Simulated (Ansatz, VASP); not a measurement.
## Sb: VASP beside Ansatz

Contents of INCAR:

```
SYSTEM = Sb
  PREC = Accurate
  ENCUT = 520
  EDIFF = 1E-6
  ISMEAR = 0
  SIGMA = 0.15
  LREAL = .False.
  LASPH = .True.
  NELM = 80
  ALGO = Normal
  ISIF = 2
  LWAVE = .False.
  LCHARG = .False.
  GGA = PS
  NBANDS = 8
```

File KPOINTS:

```
regular mesh
0
Gamma
  16 16 16
  0 0 0
```

Contents of POSCAR:

```
Sb
1.0
    3.0020000000      0.0000000000      0.0000000000
    0.0000000000      3.0020000000      0.0000000000
    0.0000000000      0.0000000000      3.2390000000
Sb
1
Direct
    0.0000000000      0.0000000000      0.0000000000
```

Input for Ansatz:

```yaml
crystal:
  lattice:
    - [3.002, 0.0, 0.0]
    - [0.0, 3.002, 0.0]
    - [0.0, 0.0, 3.239]
  atoms:
    - { symbol: Sb, position: [0.0, 0.0, 0.0] }
basis:
  ecutwfc: 420
kpoints:
  mp_grid: { grid: [16, 16, 16] }
hamiltonian:
  xc: pbesol
scf:
  occupations: { method: gaussian, width: 0.15 }
output:
  forces: true
  stress: true
  eigenvalues: true
```

Change from the starting cell: strain -0.050 along x and y, +0.025 along z, atoms carried along.

Alike in both runs: task single point; functional PBEsol; k mesh 16 × 16 × 16; occupations gaussian, width 0.15 eV; no spin polarisation.

```csv
,VASP,Ansatz
version,VASP 6.6.1,Ansatz 0.2.0
potentials or method,"VASP PAW PBE potentials, release 64 (Sb), cutoff 520 eV","scalar-relativistic, plane waves, PAW"
valence electrons in the cell,5,15
```

|  | VASP | Ansatz | Ansatz less VASP |
| --- | --- | --- | --- |
| gap on the k mesh at the Fermi level (eV) | none | none | - |
| pressure (GPa) | -0.2 | -0.3 | -0.13 |
| traceless stress, the component that is largest in VASP (GPa) | -5.98 | -5.90 | +0.081 |

VASP's potentials were made for PBE, not for PBEsol. A gap of «none» marks a metal or a gap that the smearing closes. VASP's potentials hold 5 valence electrons a cell and Ansatz's 15, so a difference there can come from the potentials and not from the codes.

Neither program's run includes spin-orbit coupling.
